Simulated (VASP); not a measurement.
Wanted: the native input for a VASP 6.6.1 run.

| Property | Result |
| --- | --- |
| Task | relaxation of cell and atoms |
| Functional | PBE |
| Potentials or basis | VASP PAW PBE potentials, release 64 (As) |
| Cutoff | 600 eV |
| k mesh | 6 × 6 × 4 |
| Occupations | gaussian, width 0.1 eV |
| Spin | no spin polarisation |
| Dipole correction | no |
| Further INCAR settings | ALGO = Normal; EDIFF = 1e-06; IBRION = 2; EDIFFG = -0.04; NSW = 90; ISIF = 3 |

The structure of As lies in POSCAR:

```
As
1.0
    3.8322932247      0.0000000000      0.0000000000
   -1.9161466124      3.3188632874      0.0000000000
    0.0000000000      0.0000000000      6.3232838208
As
4
Direct
    0.3333333333      0.6666666667      0.4375000000
    0.6666666667      0.3333333333      0.9375000000
    0.6666666667      0.3333333333      0.5625000000
    0.3333333333      0.6666666667      0.0625000000
```

This isn't the form of As at room conditions, which is rhombohedral.

These files were run (other wordings do the same):

INCAR

```
PREC = Accurate ; ENCUT = 600
EDIFF = 1E-6 ; ISMEAR = 0
SIGMA = 0.1 ; LREAL = F
LASPH = T ; NELM = 60
ALGO = Normal ; ISIF = 3
LWAVE = F ; LCHARG = F
GGA = PE ; IBRION = 2
NSW = 90 ; EDIFFG = -0.04
```

KPOINTS

```
regular mesh
0
Gamma
  6 6 4
```

Potentials or basis: VASP PAW PBE potentials, release 64 (As).

Command:

```bash
$ cat potpaw_PBE.64/As/POTCAR > POTCAR
$ mpirun -np 1 vasp_std > vasp.out
```

Results of the run:

| Quantity | Value |
| --- | --- |
| Relaxed volume | 26.78 Å³/atom |
| Relaxed cell | a = 4.629 Å, b = 4.629 Å, c = 5.770 Å, α = 90.00°, β = 90.00°, γ = 120.00° |
| Space group after relaxing (to 0.1 Å) | P6_3/mmc (No. 194) |
| Energy gained by relaxing | 780.2 meV/atom |
| Ionic steps | 20 |
| Pressure after relaxing | 0.0 GPa |
| Largest force after relaxing | 0.014 eV/Å |
| Band gap on the k mesh | zero (bands 10 and 11 overlap by 0.46 eV) |

Caveat: the volume moved by over 15 % at a fixed basis, so the end points are rough.

Wall time 7.7 min on 1 thread of Intel Xeon 8259CL, on a shared host, peak memory 0.24 GiB.
